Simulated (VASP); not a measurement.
# CuO (CsCl type) in VASP: further runs

The runs below take CuO (CsCl type) through electric field gradients, with PBE.

All numbers are computed with VASP 6.6.1; they aren't measurements. Logs are shortened: lines on timing, memory, paths and dates and some standing lists are left out, and cuts for length are marked.

## 1. The cell of the first run

The structure is tetragonal, space group P4/mmm (No. 123). The conventional cell has a = 2.677 Å, b = 2.677 Å, c = 2.558 Å, α = 90.00°, β = 90.00°, γ = 90.00°. Within 3.0 Å of Cu (site symmetry 4/mmm) lie 8 O at 2.28 Å and 6 Cu at 2.56 to 2.68 Å. Within 3.0 Å of O (site symmetry 4/mmm) lie 8 Cu at 2.28 Å and 6 O at 2.56 to 2.68 Å.

## 2. Electric field gradients, PBE (z stretched by -3 % at fixed volume)

File INCAR:

```
PREC = Accurate
ENCUT = 520
EDIFF = 1E-8
ISMEAR = -1
SIGMA = 0.08
LREAL = F
LASPH = T
NELM = 80
ALGO = Normal
ISIF = 2
LWAVE = F
LCHARG = F
GGA = PE
LEFG = T
NBANDS = 16
```

File KPOINTS:

```
regular mesh
0
Gamma
  12 12 12
```

File POSCAR:

```
CuO
1.0
    2.6772985118      0.0000000000      0.0000000000
    0.0000000000      2.6772985118      0.0000000000
    0.0000000000      0.0000000000      2.5577282366
Cu O
1 1
Direct
    0.0000000000      0.0000000000      0.0000000000
    0.5000000000      0.5000000000      0.5000000000
```

Potentials or basis: VASP PAW PBE potentials, release 64 (Cu, O).

On the command line:

```
$ cat potpaw_PBE.64/Cu/POTCAR potpaw_PBE.64/O/POTCAR > POTCAR
$ mpirun -np 1 vasp_std > vasp.out
```

OUTCAR:

```text
PREC = Accurate
   ENCUT = 520
   EDIFF = 1E-8
   ISMEAR = -1
   LREAL = F
   LASPH = T
   NELM = 80
   ISIF = 2
   GGA = PE

 ion  position               nearest neighbor table
   1  0.000  0.000  0.000-   2 2.28   2 2.28   2 2.28   2 2.28   2 2.28   2 2.28   2 2.28   2 2.28

   2  0.500  0.500  0.500-   1 2.28   1 2.28   1 2.28   1 2.28   1 2.28   1 2.28   1 2.28   1 2.28

  LATTYP: Found a simple tetragonal cell.
 ALAT       =     2.6772985118
 C/A-ratio  =     0.9553392068

  Lattice vectors:

 A1 = (   2.6772985118,   0.0000000000,   0.0000000000)
 A2 = (   0.0000000000,   2.6772985118,   0.0000000000)
 A3 = (   0.0000000000,   0.0000000000,   2.5577282366)

Analysis of symmetry for initial positions (statically):
=====================================================================
 Subroutine PRICEL returns:
 Original cell was already a primitive cell.

 Routine SETGRP: Setting up the symmetry group for a
 simple tetragonal supercell.

 Subroutine GETGRP returns: Found 16 space group operations
 (whereof 16 operations were pure point group operations)
 out of a pool of 16 trial point group operations.

The static configuration has the point symmetry D_4h.

Analysis of symmetry for dynamics (positions and initial velocities):
=====================================================================
 Subroutine PRICEL returns:
 Original cell was already a primitive cell.

 Routine SETGRP: Setting up the symmetry group for a
 simple tetragonal supercell.

 Subroutine GETGRP returns: Found 16 space group operations
 (whereof 16 operations were pure point group operations)
 out of a pool of 16 trial point group operations.

The dynamic configuration has the point symmetry D_4h.

 Subroutine INISYM returns: Found 16 space group operations
 (whereof 16 operations are pure point group operations),
 and found     1 'primitive' translations

----------------------------------------------------------------------------------------

                                     Primitive cell

  volume of cell :      18.3336

  direct lattice vectors                    reciprocal lattice vectors
     2.677298512  0.000000000  0.000000000     0.373510834  0.000000000  0.000000000
     0.000000000  2.677298512  0.000000000     0.000000000  0.373510834  0.000000000
     0.000000000  0.000000000  2.557728237     0.000000000  0.000000000  0.390971951

  length of vectors
     2.677298512  2.677298512  2.557728237     0.373510834  0.373510834  0.390971951

  position of ions in fractional coordinates (direct lattice)
     0.000000000  0.000000000  0.000000000
     0.500000000  0.500000000  0.500000000

  ion indices of the primitive-cell ions
   primitive index   ion index
                 1           1
                 2           2

----------------------------------------------------------------------------------------

 KPOINTS: regular mesh

Automatic generation of k-mesh.
 Grid dimensions read from file:
 generate k-points for:   12   12   12

 Generating k-lattice:

  Cartesian coordinates                     Fractional coordinates (reciprocal lattice)
     0.031125903  0.000000000  0.000000000     0.083333333  0.000000000  0.000000000
     0.000000000  0.031125903  0.000000000     0.000000000  0.083333333  0.000000000
     0.000000000  0.000000000  0.032580996     0.000000000  0.000000000  0.083333333

  Length of vectors
     0.031125903  0.031125903  0.032580996

  Shift w.r.t. Gamma in fractional coordinates (k-lattice)
     0.000000000  0.000000000  0.000000000

 Subroutine IBZKPT returns following result:
 ===========================================

 Found    196 irreducible k-points:

 Following reciprocal coordinates:
            Coordinates               Weight
  0.000000  0.000000  0.000000      1.000000
  0.083333  0.000000  0.000000      4.000000
  0.166667  0.000000  0.000000      4.000000
  0.250000  0.000000  0.000000      4.000000
  0.333333  0.000000  0.000000      4.000000
  0.416667  0.000000  0.000000      4.000000
[... 16 lines left out ...]
  0.333333  0.333333  0.000000      4.000000
  0.416667  0.333333  0.000000      8.000000
 [... further k-points ...]
   k-points           NKPTS =    196   k-points in BZ     NKDIM =    196   number of bands    NBANDS=     16
   number of dos      NEDOS =    301   number of ions     NIONS =      2
   total plane-waves  NPLWV =   8000
   dimension x,y,z NGX =    20 NGY =   20 NGZ =   20
   dimension x,y,z NGXF=    40 NGYF=   40 NGZF=   40
   ions per type =               1   1
   NGX,Y,Z   is equivalent  to a cutoff of  12.42, 12.42, 13.00 a.u.
   NGXF,Y,Z  is equivalent  to a cutoff of  24.84, 24.84, 26.00 a.u.
 SYSTEM =  unknown system
   PREC   = accura    normal or accurate (medium, high low for compatibility)
   ISTART =      0    job   : 0-new  1-cont  2-samecut
   ICHARG =      2    charge: 1-file 2-atom 10-const
   ISPIN  =      1    spin polarized calculation?
   LNONCOLLINEAR =      F non collinear calculations
   LSORBIT =      F    spin-orbit coupling
   LASPH  =      T    aspherical Exc in radial PAW
   ENCUT  =  520.0 eV  38.22 Ry    6.18 a.u.   4.98  4.98  4.76*2*pi/ulx,y,z
   NELM   =     80;   NELMIN=  2; NELMDL= -5     # of ELM steps
   EDIFF  = 0.1E-07   stopping-criterion for ELM
   LREAL  =      F    real-space projection
   EDIFFG = 0.1E-06   stopping-criterion for IOM
   NSW    =      0    number of steps for IOM
   IBRION =     -1    ionic relax: 0-MD 1-quasi-New 2-CG
   NFREE  =      0    steps in history (QN), initial steepest desc. (CG)
   ISIF   =      2    stress and relaxation
   ISYM   =      2    0-nonsym 1-usesym 2-fastsym
   POTIM  = 0.5000    time-step for ionic-motion
   TEBEG  =    0.0;   TEEND  =   0.0 temperature during run
   PSTRESS=    0.0 pullay stress
   NELECT =      17.0000    total number of electrons
   NUPDOWN=      -1.0000    fix difference up-down
   EMIN   =  10.00;   EMAX   =-10.00  energy-range for DOS
   EFERMI =   0.00;   METHOD = LEGACY
   ISMEAR =    -1;   SIGMA  =   0.08  broadening in eV -4-tet -1-fermi 0-gaus
   EFERMI_NEDOS =   21; number of points for ismear=-14 and -15
   IALGO  =     38    algorithm
   IMIX   =      4    mixing-type and parameters
     AMIX     =   0.40;   BMIX     =  1.00
     AMIX_MAG =   1.60;   BMIX_MAG =  1.00
  volume/ion in A,a.u.               =       9.17        61.86
  Fermi-wavevector in a.u.,A,eV,Ry     =   1.596400  3.016759 34.674366  2.548494
  Thomas-Fermi vector in A             =   2.694169
   LORBIT       =      0    0 simple, 1 ext, 2 COOP (PROOUT), +10 PAW based schemes
   GGA     = PE    functional components
   LHFCALC =     F    Hartree Fock is set to
   AEXX    =    0.0000 exact exchange contribution
   IVDW    =     0    specifies the selected vdW correction
   LEPSILON=     F    determine dielectric tensor
   LRPA    =     F    only Hartree local field effects (RPA)
 non-spin polarized calculation
  energy-cutoff  :      520.00
  volume of cell :       18.33
 maximum number of plane-waves:       509
 NGX is ok and might be reduce to    20
   NGX =  9   NGY =  9   NGZ =  9

 number of electron      16.9999998 magnetization

 Free energy of the ion-electron system (eV)
  ---------------------------------------------------
  ext. energy  EPLUGINS =         0.00000000
  ---------------------------------------------------
  free energy    TOTEN  =        -8.61991978 eV

  energy without entropy =       -8.55740702  energy(sigma->0) =       -8.58866340

 E-fermi :   6.3032     XC(G=0): -12.7627

 val. band max:        6.3016885110   @ k =   0.0833   0.0000   0.3333
 cond. band min:       6.3039808581   @ k =   0.3333   0.0833   0.1667
 fundamental gap:      0.0022923471
 Fermi energy:         6.3031739922

 k-point     1 :       0.0000    0.0000    0.0000
  band No.  band energies     occupation
      1     -12.9324      2.00000
      2       3.0246      2.00000
      3       3.1511      2.00000
      4       4.3058      2.00000
      5       4.3058      2.00000
      6       4.6976      2.00000
[... 8 lines left out ...]
     15      26.9120      0.00000
     16      38.6955      0.00000

 k-point     2 :       0.0833    0.0000    0.0000
  band No.  band energies     occupation
      1     -12.8680      2.00000
      2       2.8134      2.00000
      3       3.0895      2.00000
      4       4.0033      2.00000
      5       4.0575      2.00000
      6       4.4087      2.00000
[... 8 lines left out ...]
     15      26.8215      0.00000
     16      36.6755      0.00000

 k-point     3 :       0.1667    0.0000    0.0000
  band No.  band energies     occupation
      1     -12.6854      2.00000
      2       1.8346      2.00000
      3       3.1191      2.00000
      4       3.6149      2.00000
      5       4.0344      2.00000
      6       4.0801      2.00000
[... 8 lines left out ...]
     15      27.5009      0.00000
     16      34.1747      0.00000

 k-point     4 :       0.2500    0.0000    0.0000
  band No.  band energies     occupation
      1     -12.4185      2.00000
      2       0.6435      2.00000
      3       3.1744      2.00000
      4       3.2846      2.00000
      5       3.7207      2.00000
      6       4.3750      2.00000
[... 8 lines left out ...]
     15      29.3997      0.00000
     16      32.0266      0.00000

 k-point     5 :       0.3333    0.0000    0.0000
  band No.  band energies     occupation
      1     -12.1264      2.00000
      2      -0.3975      2.00000
      3       3.0359      2.00000
      4       3.2315      2.00000
      5       3.4843      2.00000
      6       4.7287      2.00000
[... 8 lines left out ...]
     15      29.9473      0.00000
     16      31.9745      0.00000

 k-point     6 :       0.4167    0.0000    0.0000
  band No.  band energies     occupation
      1     -11.8927      2.00000
      2      -1.1066      2.00000
      3       2.8817      2.00000
      4       3.2739      2.00000
      5       3.3373      2.00000
      6       4.8160      2.00000
[... 8 lines left out ...]
     15      28.7393      0.00000
     16      34.3257      0.00000
[... 267 lines left out ...]
 k-point    21 :       0.4167    0.2500    0.0000
  band No.  band energies     occupation
      1     -11.5622      2.00000
      2      -0.2347      2.00000
      3       1.9623      2.00000
      4       3.4686      2.00000
      5       3.7348      2.00000
      6       4.5904      2.00000
[... 8 lines left out ...]
     15      32.0157      0.00000
     16      33.4473      0.00000

 k-point    22 :       0.5000    0.2500    0.0000
  band No.  band energies     occupation
      1     -11.4905      2.00000
      2      -0.4260      2.00000
      3       2.0225      2.00000
      4       3.4500      2.00000
      5       3.7185      2.00000
      6       4.6047      2.00000
[... 8 lines left out ...]
     15      32.6022      0.00000
     16      33.1138      0.00000

 k-point    23 :       0.3333    0.3333    0.0000
  band No.  band energies     occupation
      1     -11.5431      2.00000
      2       0.4753      2.00000
      3       1.3857      2.00000
      4       3.5107      2.00000
      5       3.9076      2.00000
      6       4.4928      2.00000
[... 8 lines left out ...]
     15      31.8763      0.00000
     16      32.7359      0.00000

 k-point    24 :       0.4167    0.3333    0.0000
  band No.  band energies     occupation
      1     -11.3825      2.00000
      2       0.3032      2.00000
      3       1.4269      2.00000
      4       3.4585      2.00000
      5       3.9842      2.00000
      6       4.4859      2.00000
[... 8 lines left out ...]
     15      32.5733      0.00000
     16      32.6163      0.00000

 [... further k-points ...]

------------------------ aborting loop because EDIFF is reached ----------------------------------------

  FORCE on cell =-STRESS in cart. coord.  units (eV):
  Direction    XX          YY          ZZ          XY          YZ          ZX
  --------------------------------------------------------------------------------------
  -------------------------------------------------------------------------------------
  Total       -0.4036885     -0.4036885      0.9377478      0.0000000      0.0000000      0.0000000
  in kB      -35.2784053    -35.2784053     81.9499445      0.0000000      0.0000000      0.0000000
  external PRESSURE =       3.7977113 kB  Pullay stress =       0.0000000 kB

 VOLUME and BASIS-vectors are now :
 -----------------------------------------------------------------------------
  energy-cutoff  :      520.00
  volume of cell :       18.33
      direct lattice vectors                 reciprocal lattice vectors
     2.677298512  0.000000000  0.000000000     0.373510834  0.000000000  0.000000000
     0.000000000  2.677298512  0.000000000     0.000000000  0.373510834  0.000000000
     0.000000000  0.000000000  2.557728237     0.000000000  0.000000000  0.390971951

 POSITION                                       TOTAL-FORCE (eV/Angst)
 -----------------------------------------------------------------------------------
      0.00000      0.00000      0.00000         0.000000      0.000000      0.000000
      1.33865      1.33865      1.27886         0.000000      0.000000      0.000000
 -----------------------------------------------------------------------------------
    total drift:                                0.000000      0.000000      0.000000

  FREE ENERGIE OF THE ION-ELECTRON SYSTEM (eV)
  ---------------------------------------------------
  free  energy   TOTEN  =        -8.6199197787 eV

  energy  without entropy=       -8.5574070159  energy(sigma->0) =       -8.58866340

 Electric field gradients (V/A^2)
---------------------------------------------------------------------
 ion       V_xx      V_yy      V_zz      V_xy      V_xz      V_yz
---------------------------------------------------------------------
   1       1.053     1.053    -2.106    -0.000     0.000    -0.000
   2      -0.817    -0.817     1.634     0.000     0.000     0.000
---------------------------------------------------------------------

 Electric field gradients after diagonalization (V/A^2)
 (convention: |V_zz| > |V_xx| > |V_yy|)
----------------------------------------------------------------------
 ion       V_xx      V_yy      V_zz     asymmetry (V_yy - V_xx)/ V_zz
----------------------------------------------------------------------
   1       1.053     1.053    -2.106       0.000
   2      -0.817    -0.817     1.634       0.000
----------------------------------------------------------------------

           NMR quadrupolar parameters

 Cq : quadrupolar parameter    Cq=e*Q*V_zz/h
 eta: asymmetry parameters     (V_yy - V_xx)/ V_zz
 Q  : nuclear electric quadrupole moment in mb (millibarn)
----------------------------------------------------------------------
 ion       Cq(MHz)       eta       Q (mb)
----------------------------------------------------------------------
   1      -0.005       0.000       1.000
   2       0.004       0.000       1.000
----------------------------------------------------------------------
```

Run time: 22 s. Hardware: 1 thread of Intel Xeon 6975P-C (Granite Rapids), shared host; peak memory 0.16 GiB.

Results:

```yaml
Free_energy: -8.6199 eV
Pressure: 0.4 GPa
Band_gap_on_the_k_mesh: zero (an odd number of electrons rules out a gap without spin polarisation)
Largest_electric_field_gradient_by_atom: Cu -2.1; O +1.6 V/Å²
```

Electric field gradients, principal values (V/Å²):
| atom | least | middle | greatest (by size) |
| --- | --- | --- | --- |
| 1 Cu | 1.053 | 1.053 | -2.106 |
| 2 O | -0.817 | -0.817 | 1.634 |

Caveat: the stress differs along the axes, from -4 to 8 GPa; without QUAD_EFG the Cq values of the log hold for a quadrupole moment of 1 mb, not for the nuclei; an odd number of electrons without spin polarisation forces a metal; a magnetic or distorted state may lie lower; semilocal functionals often make such compounds metallic where correlation or magnetic order opens a gap, which also shifts bond lengths.

## 3. Electric field gradients, PBE (xy shear strain of -3 %)

File INCAR:

```
ALGO = Normal
EDIFF = 1E-8
ENCUT = 520
GGA = PE
ISIF = 2
ISMEAR = -1
LASPH = T
LCHARG = F
LEFG = T
LREAL = F
LWAVE = F
NBANDS = 16
NELM = 80
PREC = Accurate
SIGMA = 0.08
```

File KPOINTS:

```
k-points
0
Gamma
  12 12 12
```

File POSCAR:

```
CuO
1.0
    2.6368332336     -0.0395524985      0.0000000000
   -0.0395524985      2.6368332336      0.0000000000
    0.0000000000      0.0000000000      2.6368332336
Cu O
1 1
Direct
    0.0000000000      0.0000000000      0.0000000000
    0.5000000000      0.5000000000      0.5000000000
```

Potentials or basis: VASP PAW PBE potentials, release 64 (Cu, O).

On the command line:

```
$ cat potpaw_PBE.64/Cu/POTCAR potpaw_PBE.64/O/POTCAR > POTCAR
$ mpirun -np 1 vasp_std > vasp.out
```

OUTCAR:

```text
EDIFF = 1E-8
   ENCUT = 520
   GGA = PE
   ISIF = 2
   ISMEAR = -1
   LASPH = T
   LREAL = F
   NELM = 80
   PREC = Accurate

 ion  position               nearest neighbor table
   1  0.000  0.000  0.000-   2 2.26   2 2.26   2 2.26   2 2.26   2 2.31   2 2.31   2 2.31   2 2.31

   2  0.500  0.500  0.500-   1 2.26   1 2.26   1 2.26   1 2.26   1 2.31   1 2.31   1 2.31   1 2.31

  LATTYP: Found a base centered orthorhombic cell.
 ALAT       =     3.6731096409
 B/A-ratio  =     1.0304568528
 C/A-ratio  =     0.7178749048

  Lattice vectors:

 A1 = (   2.6368332336,  -0.0395524985,   0.0000000000)
[... 669 lines left out ...]
  free  energy   TOTEN  =        -8.6444774027 eV

  energy  without entropy=       -8.5826017611  energy(sigma->0) =       -8.61353958

 Electric field gradients (V/A^2)
---------------------------------------------------------------------
 ion       V_xx      V_yy      V_zz      V_xy      V_xz      V_yz
---------------------------------------------------------------------
   1      -0.032    -0.032     0.064     6.742    -0.000     0.000
   2      -0.596    -0.596     1.192    11.299    -0.000     0.000
---------------------------------------------------------------------

 Electric field gradients after diagonalization (V/A^2)
 (convention: |V_zz| > |V_xx| > |V_yy|)
----------------------------------------------------------------------
 ion       V_xx      V_yy      V_zz     asymmetry (V_yy - V_xx)/ V_zz
----------------------------------------------------------------------
   1       6.710     0.064    -6.774       0.981
   2      10.703     1.192   -11.895       0.800
----------------------------------------------------------------------

           NMR quadrupolar parameters

 Cq : quadrupolar parameter    Cq=e*Q*V_zz/h
 eta: asymmetry parameters     (V_yy - V_xx)/ V_zz
 Q  : nuclear electric quadrupole moment in mb (millibarn)
----------------------------------------------------------------------
 ion       Cq(MHz)       eta       Q (mb)
----------------------------------------------------------------------
   1      -0.016       0.981       1.000
   2      -0.029       0.800       1.000
----------------------------------------------------------------------
```

Wall time 32 s (1 thread of Intel Xeon 6975P-C (Granite Rapids), shared host); peak memory 0.19 GiB.

What came out:

| Quantity | Value |
| --- | --- |
| Free energy | -8.6445 eV |
| Pressure | 0.2 GPa |
| Band gap on the k mesh | zero (an odd number of electrons rules out a gap without spin polarisation) |
| Largest electric field gradient by atom | Cu -6.8; O -11.9 V/Å² |

Electric field gradients, principal values (V/Å²):
```csv
atom,least,middle,greatest (by size)
1 Cu,0.064,6.710,-6.774
2 O,1.192,10.703,-11.895
```

Caveat: the cell differs from its parent crystal (xy shear strain of -3 %); without QUAD_EFG the Cq values of the log hold for a quadrupole moment of 1 mb, not for the nuclei; an odd number of electrons without spin polarisation forces a metal; a magnetic or distorted state may lie lower; semilocal functionals often make such compounds metallic where correlation or magnetic order opens a gap, which also shifts bond lengths.
